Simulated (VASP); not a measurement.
A run of VASP 6.6.1:

The input INCAR:

```
SYSTEM = Hf
ALGO     = Fast           ! electronic algorithm
EDIFF    = 1E-6           ! SCF threshold, eV
ENCUT    = 520            ! plane-wave cutoff, eV
GGA      = PS             ! functional
ISIF     = 2              ! what is computed and relaxed
ISMEAR   = 0              ! smearing method
LASPH    = .TRUE.         ! aspherical terms in the spheres
LCHARG   = .FALSE.        ! write CHGCAR
LREAL    = .FALSE.        ! projectors in reciprocal space
LWAVE    = .FALSE.        ! write WAVECAR
NBANDS   = 17             ! bands
NELM     = 100            ! most SCF steps
PREC     = Accurate       ! precision mode
SIGMA    = 0.15           ! smearing width, eV
```

KPOINTS

```
k-points
0
G
  18 18 10
  0 0 0
```

File POSCAR:

```
Hf
1.0
    3.1007975685      0.0000000000      0.0000000000
   -1.5503987842      2.6853694663      0.0000000000
    0.0000000000      0.0000000000      4.9060660000
Hf
2
Direct
    0.3333333333      0.6666666667      0.2500000000
    0.6666666667      0.3333333333      0.7500000000
```

Potentials or basis: VASP PAW PBE potentials, release 64 (Hf_pv).

Command:

```console
$ cat potpaw_PBE.64/Hf_pv/POTCAR > POTCAR
$ mpirun -np 1 vasp_std > vasp.out
```

Hardware: 1 thread of Intel(R) Xeon(R) 6975P-C (Granite Rapids), with other jobs on the host.

**Question.** Estimate the wall time of this run.

**Answer.** It took 50 s on 1 thread of Intel(R) Xeon(R) 6975P-C (Granite Rapids), with other jobs on the host, peak memory 0.24 GiB. Counts: scf iterations 16, k points 222.
